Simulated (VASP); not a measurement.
Set up this calculation in VASP 6.6.1, as the native input.

| Property | Result |
| --- | --- |
| Task | single point |
| Functional | PBE |
| Potentials or basis | VASP PAW PBE potentials, release 64 (C, Si) |
| Cutoff | 520 eV |
| k mesh | 4 × 4 × 4 |
| Occupations | gaussian, width 0.01 eV |
| Spin | no spin polarisation |
| Dipole correction | no |
| Further INCAR settings | ALGO = Normal; EDIFF = 1e-07; NBANDS = 16 |

The structure of SiC3 lies in POSCAR:

```
SiC3
1.0
    2.7964006860      0.0000000000      0.0000000000
    0.0000000000      2.7964006860      0.0000000000
    0.0000000000      0.0000000000      4.0900436070
C Si
3 1
Direct
    0.5000000000      0.0000000000      0.7862689766
    0.5000000000      0.5000000000      0.0000000000
    0.0000000000      0.5000000000      0.2137310234
    0.0000000000      0.0000000000      0.5000000000
```

The input as run:

INCAR

```
SYSTEM = SiC3
ALGO = Normal
EDIFF = 1E-7
ENCUT = 520
GGA = PE
ISIF = 2
ISMEAR = 0
LASPH = .True.
LCHARG = .False.
LREAL = .False.
LWAVE = .False.
NBANDS = 16
NELM = 80
PREC = Accurate
SIGMA = 0.01
```

KPOINTS

```
k-points
0
Gamma
  4 4 4
  0 0 0
```

Potentials or basis: VASP PAW PBE potentials, release 64 (C, Si).

The run is started by

```sh
$ cat potpaw_PBE.64/C/POTCAR potpaw_PBE.64/Si/POTCAR > POTCAR
$ mpirun -np 1 vasp_std > vasp.out
```

Results of the run:

| Quantity | Value |
| --- | --- |
| Pressure | 3.7 GPa |
| Largest force | 0.306 eV/Å |
| Band gap on the k mesh | 1.63 eV, indirect (least direct gap 1.85 eV) |

Caveat: the k points lie up to 0.56 Å⁻¹ apart.

Wall time 13 s on 1 thread of Intel Xeon 8259CL, on a shared host, peak memory 0.14 GiB.
